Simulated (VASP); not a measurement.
Set up this calculation in VASP 6.6.1, as the native input.

```yaml
Task: single point
Functional: PBE
Potentials_or_basis: VASP PAW PBE potentials, release 64 (Al, O)
Cutoff: 520 eV
k_mesh: 9 × 9 × 7
Occupations: fermi-dirac, width 0.05 eV
Spin: no spin polarisation
Dipole_correction: no
Further_INCAR_settings: ALGO = Normal; EDIFF = 1e-06; NBANDS = 24
```

The structure of AlO2 lies in POSCAR:

```
AlO2
1.0
    1.5077453247     -5.4739310612      0.0000000000
    1.5077453247      5.4739310612      0.0000000000
    0.0000000000      0.0000000000      3.6945992399
Al O
2 4
Direct
    0.6681330000      0.3318670000      0.7500000000
    0.3318670000      0.6681330000      0.2500000000
    0.0610720000      0.9389280000      0.7500000000
    0.9389280000      0.0610720000      0.2500000000
    0.2941840000      0.7058160000      0.7500000000
    0.7058160000      0.2941840000      0.2500000000
```

These files were run (other wordings do the same):

INCAR

```
ALGO = Normal ; EDIFF = 1E-6
ENCUT = 520 ; GGA = PE
ISIF = 2 ; ISMEAR = -1
LASPH = True ; LCHARG = False
LREAL = False ; LWAVE = False
NBANDS = 24 ; NELM = 100
PREC = Accurate ; SIGMA = 0.05
```

KPOINTS

```
k-points
0
Gamma
  9 9 7
```

Potentials or basis: VASP PAW PBE potentials, release 64 (Al, O).

Command:

```bash
$ cat potpaw_PBE.64/Al/POTCAR potpaw_PBE.64/O/POTCAR > POTCAR
$ mpirun -np 1 vasp_std > vasp.out
```

Results of the run:

```yaml
Pressure: -7.7 GPa
Largest_force: 0.357 eV/Å
Band_gap_on_the_k_mesh: zero (band 15 reaches 3.85 eV, above the bottom of band 16 at 3.47 eV)
```

Run time: 2.2 min on 1 thread of Intel(R) Xeon(R) Platinum 8559C (Emerald Rapids), on a shared host, peak memory 0.27 GiB.
